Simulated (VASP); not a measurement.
# Au (Fm-3m) in VASP: a series of runs, part 2 of 2

VASP 6.6.1. Earlier steps stand in the parts before.

## Step 4: Single point, PBE

This run uses another cell than the first one, of 16.18 Å³/atom, 1.091 times its volume.

INCAR

```
PREC = Accurate ; ENCUT = 520
EDIFF = 1E-6 ; ISMEAR = -1
SIGMA = 0.05 ; LREAL = F
LASPH = T ; NELM = 80
ALGO = Normal ; ISIF = 2
LWAVE = F ; LCHARG = F
GGA = PE ; NBANDS = 12
```

KPOINTS

```
regular mesh
0
Gamma
  10 10 10
```

POSCAR

```
Au
1.0
    0.0000000000      2.0074966285      2.0074966285
    2.0074966285      0.0000000000      2.0074966285
    2.0074966285      2.0074966285      0.0000000000
Au
1
Direct
    0.0000000000      0.0000000000      0.0000000000
```

Potentials or basis: VASP PAW PBE potentials, release 64 (Au).

The run is started by

```
$ cat potpaw_PBE.64/Au/POTCAR > POTCAR
$ mpirun -np 1 vasp_std > vasp.out
```

OUTCAR:

```text
PREC = Accurate
   ENCUT = 520
   EDIFF = 1E-6
   ISMEAR = -1
   LREAL = F
   LASPH = T
   NELM = 80
   ISIF = 2
   GGA = PE

 ion  position               nearest neighbor table
   1  0.000  0.000  0.000-

  LATTYP: Found a face centered cubic cell.
 ALAT       =     4.0149932570

  Lattice vectors:

 A1 = (   0.0000000000,   2.0074966285,   2.0074966285)
 A2 = (   2.0074966285,   0.0000000000,   2.0074966285)
 A3 = (   2.0074966285,   2.0074966285,   0.0000000000)

Analysis of symmetry for initial positions (statically):
=====================================================================
 Subroutine PRICEL returns:
 Original cell was already a primitive cell.

 Routine SETGRP: Setting up the symmetry group for a
 face centered cubic supercell.

 Subroutine GETGRP returns: Found 48 space group operations
 (whereof 48 operations were pure point group operations)
 out of a pool of 48 trial point group operations.

The static configuration has the point symmetry O_h .

Analysis of symmetry for dynamics (positions and initial velocities):
=====================================================================
 Subroutine PRICEL returns:
 Original cell was already a primitive cell.

 Routine SETGRP: Setting up the symmetry group for a
 face centered cubic supercell.

 Subroutine GETGRP returns: Found 48 space group operations
 (whereof 48 operations were pure point group operations)
 out of a pool of 48 trial point group operations.

The dynamic configuration has the point symmetry O_h .

 Subroutine INISYM returns: Found 48 space group operations
 (whereof 48 operations are pure point group operations),
 and found     1 'primitive' translations

----------------------------------------------------------------------------------------

                                     Primitive cell

  volume of cell :      16.1806

[... 107 lines left out ...]
  volume/ion in A,a.u.               =      16.18       109.19
  Fermi-wavevector in a.u.,A,eV,Ry     =   1.439486  2.720235 28.192920  2.072121
  Thomas-Fermi vector in A             =   2.558337
   LORBIT       =      0    0 simple, 1 ext, 2 COOP (PROOUT), +10 PAW based schemes
   GGA     = PE    functional components
   LHFCALC =     F    Hartree Fock is set to
   AEXX    =    0.0000 exact exchange contribution
   IVDW    =     0    specifies the selected vdW correction
   LEPSILON=     F    determine dielectric tensor
   LRPA    =     F    only Hartree local field effects (RPA)
 non-spin polarized calculation
  energy-cutoff  :      520.00
  volume of cell :       16.18
 maximum number of plane-waves:       448
 NGX is ok and might be reduce to    24
   NGX = 11   NGY = 11   NGZ = 11

 number of electron      11.0000000 magnetization

 Free energy of the ion-electron system (eV)
  ---------------------------------------------------
  ext. energy  EPLUGINS =         0.00000000
  ---------------------------------------------------
  free energy    TOTEN  =        -3.10127434 eV

  energy without entropy =       -3.09651464  energy(sigma->0) =       -3.09889449

 E-fermi :  10.3514     XC(G=0): -13.0301

 val. band max:       10.2377171326   @ k =   0.5000   0.2000   0.1000
 cond. band min:      10.3650724021   @ k =   0.5000   0.1000   0.0000
 fundamental gap:      0.1273552695
 Fermi energy:        10.3514062191

 k-point     1 :       0.0000    0.0000    0.0000
  band No.  band energies     occupation
      1      -0.0534      2.00000
      2       5.3840      2.00000
      3       5.3840      2.00000
      4       5.3840      2.00000
      5       7.0448      2.00000
      6       7.0448      2.00000
      7      24.7998      0.00000
      8      29.1029      0.00000
      9      29.1029      0.00000
     10      29.1029      0.00000
     11      34.1755      0.00000
     12      39.4268      0.00000
[... 331 lines left out ...]
 k-point    24 :       0.4000    0.3000    0.0000
  band No.  band energies     occupation
      1       3.2044      2.00000
      2       3.6748      2.00000
      3       6.5582      2.00000
      4       7.3551      2.00000
      5       8.2786      2.00000
      6       8.8783      2.00000
      7      20.4943      0.00000
      8      22.9196      0.00000
      9      23.0150      0.00000
     10      28.2148      0.00000
     11      30.4287      0.00000
     12      37.9257      0.00000

 [... further k-points ...]
[... 5 lines left out ...]
  --------------------------------------------------------------------------------------
  -------------------------------------------------------------------------------------
  Total        2.0210127      2.0210127      2.0210127     -0.0000000      0.0000000     -0.0000000
  in kB      200.1175433    200.1175433    200.1175433     -0.0000000      0.0000000     -0.0000000
  external PRESSURE =     200.1175433 kB  Pullay stress =       0.0000000 kB

 VOLUME and BASIS-vectors are now :
 -----------------------------------------------------------------------------
  energy-cutoff  :      520.00
  volume of cell :       16.18
      direct lattice vectors                 reciprocal lattice vectors
     0.000000000  2.007496629  2.007496629    -0.249066421  0.249066421  0.249066421
     2.007496629  0.000000000  2.007496629     0.249066421 -0.249066421  0.249066421
     2.007496629  2.007496629  0.000000000     0.249066421  0.249066421 -0.249066421

 POSITION                                       TOTAL-FORCE (eV/Angst)
 -----------------------------------------------------------------------------------
      0.00000      0.00000      0.00000         0.000000      0.000000      0.000000
 -----------------------------------------------------------------------------------
    total drift:                               -0.000000      0.000000     -0.000000

  FREE ENERGIE OF THE ION-ELECTRON SYSTEM (eV)
  ---------------------------------------------------
  free  energy   TOTEN  =        -3.1012743440 eV

  energy  without entropy=       -3.0965146439  energy(sigma->0) =       -3.09889449
```

OSZICAR:

```text
N       E                     dE             d eps       ncg     rms          rms(c)
DAV:   1     0.504609049843E+02    0.50461E+02   -0.56719E+03  1160   0.828E+02
DAV:   2    -0.265510867913E+01   -0.53116E+02   -0.50469E+02  1340   0.191E+02
DAV:   3    -0.336713845269E+01   -0.71203E+00   -0.71142E+00  1352   0.210E+01
DAV:   4    -0.336946903947E+01   -0.23306E-02   -0.23305E-02  1372   0.139E+00
DAV:   5    -0.336948489313E+01   -0.15854E-04   -0.15853E-04  1360   0.107E-01    0.111E+01
DAV:   6    -0.312657618279E+01    0.24291E+00   -0.59052E-01  1224   0.636E+00    0.691E+00
DAV:   7    -0.310387613756E+01    0.22700E-01   -0.78733E-02  1328   0.232E+00    0.291E+00
DAV:   8    -0.310128770322E+01    0.25884E-02   -0.32075E-03  1256   0.493E-01    0.284E-01
DAV:   9    -0.310126939705E+01    0.18306E-04   -0.23674E-05  1376   0.430E-02    0.131E-02
DAV:  10    -0.310127432562E+01   -0.49286E-05   -0.21794E-06  1332   0.132E-02    0.944E-04
DAV:  11    -0.310127434400E+01   -0.18385E-07   -0.50224E-08   732   0.177E-03
   1 F= -.31012743E+01 E0= -.30988945E+01  d E =-.475970E-02
```

stdout:

```text
POSCAR found type information on POSCAR Au
 POSCAR found :  1 types and       1 ions
 scaLAPACK will be used
 LDA part: xc-table for (Slater+PW92), standard interpolation
 POSCAR, INCAR and KPOINTS ok, starting setup
 FFT: planning ... GRIDC
 FFT: planning ... GRID_SOFT
 FFT: planning ... GRID
 WAVECAR not read
 entering main loop
```

Wall time 4.9 s (1 thread of Intel Xeon Platinum 8488C (Sapphire Rapids), shared host); peak memory 0.14 GiB.

Results:

```yaml
Free_energy: -3.1013 eV
Pressure: 20.0 GPa
```

Caveat: spin-orbit coupling is left out, which moves the levels of the heavy elements.

## Step 5: Single point, PBE

This run uses another cell than the first one, of 16.85 Å³/atom, 1.136 times its volume.

INCAR

```
SYSTEM = Au
PREC     = Accurate       ! precision mode
ENCUT    = 520            ! plane-wave cutoff, eV
EDIFF    = 1E-6           ! SCF threshold, eV
ISMEAR   = -1             ! smearing method
SIGMA    = 0.05           ! smearing width, eV
LREAL    = .False.        ! projectors in reciprocal space
LASPH    = .True.         ! aspherical terms in the spheres
NELM     = 80             ! most SCF steps
ALGO     = Normal         ! electronic algorithm
ISIF     = 2              ! what is computed and relaxed
LWAVE    = .False.        ! write WAVECAR
LCHARG   = .False.        ! write CHGCAR
GGA      = PE             ! functional
NBANDS   = 12             ! bands
```

KPOINTS

```
Automatic mesh
0
Gamma
  10 10 10
  0 0 0
```

POSCAR

```
Au
1.0
    0.0000000000      2.0350000000      2.0350000000
    2.0350000000      0.0000000000      2.0350000000
    2.0350000000      2.0350000000      0.0000000000
Au
1
Direct
    0.0000000000      0.0000000000      0.0000000000
```

The run is started by

```
$ cat potpaw_PBE.64/Au/POTCAR > POTCAR
$ mpirun -np 1 vasp_std > vasp.out
```

It took 4.9 s on 1 thread of Intel Xeon Platinum 8488C (Sapphire Rapids), shared host; peak memory 0.14 GiB.

It converged, with:

| Item | Value |
| --- | --- |
| Free energy | -3.1663 eV |
| Pressure | 11.0 GPa |

Levels at points of the mesh, in eV from the Fermi level:
```tsv
k point	band 2	band 3	band 4	band 5	band 6	band 7	band 8	band 9	band 10	band 11
(0.00, 0.00, 0.00)	-4.74	-4.74	-4.74	-3.19	-3.19	14.52	18.58	18.58	18.58	23.52
(0.50, 0.00, 0.00)	-4.78	-4.78	-1.97	-1.97	-1.00	3.15	13.97	17.23	17.23	25.11
(0.50, 0.50, 0.00)	-6.83	-2.01	-1.64	-1.64	1.00	5.88	10.05	10.05	17.35	19.98
```

Caveat: spin-orbit coupling is left out, which moves the levels of the heavy elements.

## Step 6: Overview

```tsv
cell	gap on the mesh (eV)	pressure (GPa)
a = 2.758 Å, angles 60.0°, 1 atom	none	46.7
a = 2.799 Å, angles 60.0°, 1 atom	none	31.6
a = 2.839 Å, angles 60.0°, 1 atom	none	20.0
a = 2.878 Å, angles 60.0°, 1 atom	none	11.0
```

Alike in all rows: task single point; level PBE; potentials or basis VASP PAW PBE potentials, release 64 (Au); no spin polarisation; k mesh 10 × 10 × 10; cutoff (eV) 520; smearing fermi-dirac 0.05 eV.

Caveats: spin-orbit coupling is left out, which moves the levels of the heavy elements.

Total energies depend on the potentials used, so only differences within one code and one set of settings carry meaning.
